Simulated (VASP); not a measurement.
# SrO (Fm-3m) in VASP: a series of runs, part 2 of 3

VASP 6.6.1.

## Step 3: Single point, r2SCAN+D3(BJ) (13.52 Å³/atom)

This run uses another cell than the first one, of 13.52 Å³/atom.

Input file POSCAR:

```
SrO
1.0
    0.0000000000      2.3823418850      2.3823418850
    2.3823418850      0.0000000000      2.3823418850
    2.3823418850      2.3823418850      0.0000000000
Sr O
1 1
Direct
    0.5000000000      0.5000000000      0.5000000000
    0.0000000000      0.0000000000      0.0000000000
```

Input file INCAR.step1:

```
SYSTEM = SrO
ALGO = Normal
EDIFF = 1E-5
ENCUT = 660
GGA = PE
GGA_COMPAT = .False.
ISMEAR = 0
LASPH = .True.
LCHARG = .False.
LREAL = .False.
LWAVE = .True.
NBANDS = 15
NELM = 120
PREC = Accurate
SIGMA = 0.01
```

Input file INCAR.step2:

```
SYSTEM = SrO
ALGO = Normal
EDIFF = 1E-6
ENCUT = 660
GGA_COMPAT = .False.
ISIF = 2
ISMEAR = 0
ISTART = 1
IVDW = 12
LASPH = .True.
LCHARG = .False.
LMIXTAU = .True.
LREAL = .False.
LWAVE = .False.
METAGGA = R2SCAN
NBANDS = 15
NELM = 120
PREC = Accurate
SIGMA = 0.01
VDW_A1 = 0.49484001
VDW_A2 = 5.73083694
VDW_S6 = 1.0
VDW_S8 = 0.78981345
```

Input file KPOINTS:

```
k-points
0
Gamma
  9 9 9
  0 0 0
```

Potentials or basis: VASP PAW PBE potentials, release 64 (Sr_sv, O).

On the command line:

```sh
$ cat potpaw_PBE.64/Sr_sv/POTCAR potpaw_PBE.64/O/POTCAR > POTCAR
$ cp INCAR.step1 INCAR
$ mpirun -np 1 vasp_std > vasp.out
$ cp INCAR.step2 INCAR
$ mpirun -np 1 vasp_std > vasp.out
```

Wall time 77 s (1 thread of Intel Xeon Platinum 8259CL at 2.50GHz (Skylake/Cascade Lake), shared host); peak memory 0.19 GiB.

The run converged. Its results:

* Free energy: -26.6096 eV
* Pressure: 37.8 GPa
* Band gap on the k mesh: 3.41 eV
* Dispersion energy per atom: -0.148 eV

Levels at points of the mesh, in eV from the valence-band top:
```
           k point  band 5  band 6  band 7  band 8  band 9  band 10  band 11  band 12
(0.00, 0.00, 0.00)  -13.62   -0.14   -0.14   -0.14    6.49     7.07     7.07     7.07
```

Caveat: the cell stands under pressure; the PAW data sets were made with another functional, which shifts forces and pressure a little; an odd mesh through Γ misses points on the zone boundary, where band edges can lie.

## Step 4: Single point, B3LYP5 (13.52 Å³/atom)

This run uses another cell than the first one, of 13.52 Å³/atom.

POSCAR is that of step 3.

Input file INCAR.step1:

```
PREC = Accurate ; ENCUT = 520
EDIFF = 1E-5 ; ISMEAR = -1
SIGMA = 0.025 ; LREAL = False
LASPH = True ; NELM = 120
ALGO = Normal ; ISIF = 2
LWAVE = True ; NBANDS = 15
GGA = PE ; GGA_COMPAT = False
```

Input file INCAR.step2:

```
PREC = Accurate ; ENCUT = 520
EDIFF = 1E-6 ; ISMEAR = -1
SIGMA = 0.025 ; LREAL = False
LASPH = True ; NELM = 120
ALGO = Normal ; ISIF = 2
LWAVE = False ; LCHARG = True
GGA = B5 ; LHFCALC = True
AEXX = 0.2 ; AGGAX = 0.72
AGGAC = 0.81 ; ALDAC = 0.19
PRECFOCK = Normal ; LELF = True
LVHAR = True ; NBANDS = 15
ISTART = 1 ; GGA_COMPAT = False
```

Input file KPOINTS:

```
regular mesh
0
Gamma
  5 5 5
```

Potentials or basis: VASP PAW PBE potentials, release 64 (Sr_sv, O).

On the command line:

```sh
$ cat potpaw_PBE.64/Sr_sv/POTCAR potpaw_PBE.64/O/POTCAR > POTCAR
$ cp INCAR.step1 INCAR
$ mpirun -np 1 vasp_std > vasp.out
$ cp INCAR.step2 INCAR
$ mpirun -np 1 vasp_std > vasp.out
```

OUTCAR:

```text
PREC = Accurate
   ENCUT = 520
   EDIFF = 1E-6
   ISMEAR = -1
   LREAL = False
   LASPH = True
   NELM = 120
   ISIF = 2
   GGA = B5
   LHFCALC = True
   AEXX = 0.2
   PRECFOCK = Normal
   ISTART = 1

 ion  position               nearest neighbor table
   1  0.500  0.500  0.500-   2 2.38   2 2.38   2 2.38   2 2.38   2 2.38   2 2.38
   2  0.000  0.000  0.000-   1 2.38   1 2.38   1 2.38   1 2.38   1 2.38   1 2.38

  LATTYP: Found a face centered cubic cell.
 ALAT       =     4.7646837700

  Lattice vectors:

 A1 = (   0.0000000000,   2.3823418850,   2.3823418850)
 A2 = (   2.3823418850,   0.0000000000,   2.3823418850)
 A3 = (   2.3823418850,   2.3823418850,   0.0000000000)

Analysis of symmetry for initial positions (statically):
=====================================================================
 Subroutine PRICEL returns:
 Original cell was already a primitive cell.

 Routine SETGRP: Setting up the symmetry group for a
 face centered cubic supercell.

 Subroutine GETGRP returns: Found 48 space group operations
 (whereof 48 operations were pure point group operations)
 out of a pool of 48 trial point group operations.

The static configuration has the point symmetry O_h .

Analysis of symmetry for dynamics (positions and initial velocities):
=====================================================================
 Subroutine PRICEL returns:
 Original cell was already a primitive cell.

 Routine SETGRP: Setting up the symmetry group for a
 face centered cubic supercell.

 Subroutine GETGRP returns: Found 48 space group operations
 (whereof 48 operations were pure point group operations)
 out of a pool of 48 trial point group operations.

The dynamic configuration has the point symmetry O_h .

 Subroutine INISYM returns: Found 48 space group operations
[... 114 lines left out ...]
   AEXX    =    0.2000 exact exchange contribution
   HFSCREEN=    0.0000 screening length (either q_TF or 0.3 A-1)
   HFSCREENC=   0.0000 screening length for correlation (either q_TF or 0.3 A-1)
   ENCUTFOCK=  -1.0 apply spherical cutoff to Coloumb kernel
   IVDW    =     0    specifies the selected vdW correction
   LEPSILON=     F    determine dielectric tensor
   LRPA    =     F    only Hartree local field effects (RPA)
 non-spin polarized calculation
  energy-cutoff  :      520.00
  volume of cell :       27.04
 maximum number of plane-waves:       739
 NGX is ok and might be reduce to    28
  NGX = 20; NGY = 20; NGZ = 20

 number of electron      15.9999997 magnetization

 Free energy of the ion-electron system (eV)
  ---------------------------------------------------
  ext. energy  EPLUGINS =         0.00000000
  ---------------------------------------------------
  free energy    TOTEN  =       -12.90707893 eV

  energy without entropy =      -12.90707893  energy(sigma->0) =      -12.90707893

 E-fermi :   2.7392     XC(G=0):  -8.8466

 val. band max:        2.0679406082   @ k =   0.4000   0.4000   0.0000
 cond. band min:       7.1607509911   @ k =   0.4000   0.4000   0.0000
 fundamental gap:      5.0928103829
 Fermi energy:         2.7392047901

 k-point     1 :       0.0000    0.0000    0.0000
  band No.  band energies     occupation
      1     -31.3814      2.00000
      2     -14.4690      2.00000
      3     -11.6059      2.00000
      4     -11.6059      2.00000
      5     -11.6059      2.00000
      6       1.9701      2.00000
      7       1.9701      2.00000
      8       1.9701      2.00000
      9       9.9873      0.00000
     10      10.6499      0.00000
     11      10.6499      0.00000
     12      10.6499      0.00000
     13      13.4595      0.00000
     14      13.4595      0.00000
[... 149 lines left out ...]
      2     -15.7097      2.00000
      3     -12.7408      2.00000
      4     -12.6585      2.00000
      5     -11.0425      2.00000
      6       0.4147      2.00000
      7       1.3805      2.00000
      8       1.8518      2.00000
      9       9.6712      0.00000
     10      12.2118      0.00000
     11      14.7978      0.00000
     12      16.2694      0.00000
     13      17.5523      0.00000
     14      20.2281      0.00000
     15      21.0947      0.00000

------------------------ aborting loop because EDIFF is reached ----------------------------------------

  FORCE on cell =-STRESS in cart. coord.  units (eV):
  Direction    XX          YY          ZZ          XY          YZ          ZX
  --------------------------------------------------------------------------------------
  -------------------------------------------------------------------------------------
  Total        7.3465181      7.3465181      7.3465181      0.0000000     -0.0000000      0.0000000
  in kB      435.2611232    435.2611232    435.2611232      0.0000000     -0.0000000      0.0000000
  external PRESSURE =     435.2611232 kB  Pullay stress =       0.0000000 kB

 VOLUME and BASIS-vectors are now :
 -----------------------------------------------------------------------------
  energy-cutoff  :      520.00
  volume of cell :       27.04
      direct lattice vectors                 reciprocal lattice vectors
     0.000000000  2.382341885  2.382341885    -0.209877517  0.209877517  0.209877517
     2.382341885  0.000000000  2.382341885     0.209877517 -0.209877517  0.209877517
     2.382341885  2.382341885  0.000000000     0.209877517  0.209877517 -0.209877517

 POSITION                                       TOTAL-FORCE (eV/Angst)
 -----------------------------------------------------------------------------------
      2.38234      2.38234      2.38234        -0.000000      0.000000     -0.000000
      0.00000      0.00000      0.00000         0.000000     -0.000000      0.000000
 -----------------------------------------------------------------------------------
    total drift:                               -0.000000     -0.000000     -0.000000

  FREE ENERGIE OF THE ION-ELECTRON SYSTEM (eV)
  ---------------------------------------------------
  free  energy   TOTEN  =       -12.9070789328 eV

  energy  without entropy=      -12.9070789328  energy(sigma->0) =      -12.90707893
```

OSZICAR.step1:

```text
N       E                     dE             d eps       ncg     rms          rms(c)
DAV:   1     0.648969701212E+02    0.64897E+02   -0.80999E+03   300   0.105E+03
DAV:   2    -0.102278788011E+02   -0.75125E+02   -0.68127E+02   421   0.226E+02
DAV:   3    -0.134915839888E+02   -0.32637E+01   -0.32224E+01   388   0.393E+01
DAV:   4    -0.136103751286E+02   -0.11879E+00   -0.11876E+00   388   0.506E+00
DAV:   5    -0.136105911556E+02   -0.21603E-03   -0.21603E-03   386   0.283E-01    0.268E+01
DAV:   6    -0.113117622548E+02    0.22988E+01   -0.61368E+00   300   0.222E+01    0.307E+01
DAV:   7    -0.112361439537E+02    0.75618E-01   -0.20342E-01   377   0.434E+00    0.181E+01
DAV:   8    -0.112231990275E+02    0.12945E-01   -0.83091E-02   398   0.282E+00    0.177E+00
DAV:   9    -0.112248894371E+02   -0.16904E-02   -0.40806E-03   393   0.510E-01    0.290E-01
DAV:  10    -0.112254831629E+02   -0.59373E-03   -0.66600E-04   307   0.219E-01    0.106E-01
DAV:  11    -0.112255061617E+02   -0.22999E-04   -0.50543E-05   377   0.617E-02    0.543E-02
DAV:  12    -0.112255110968E+02   -0.49351E-05   -0.87443E-06   243   0.257E-02
   1 F= -.11225511E+02 E0= -.11225511E+02  d E =-.626432E-13
```

Run time: 10 min. Hardware: 1 thread of Intel Xeon Platinum 8259CL at 2.50GHz (Skylake/Cascade Lake), shared host; peak memory 0.16 GiB.

Results:

| Item | Value |
| --- | --- |
| Free energy | -12.9071 eV |
| Pressure | 43.5 GPa |
| Band gap on the k mesh | 5.09 eV |

Caveat: the k points lie up to 0.46 Å⁻¹ apart; the PAW data sets were made with another functional, which shifts forces and pressure a little; an odd mesh through Γ misses points on the zone boundary, where band edges can lie.

(Continued in part 3 of 3.)
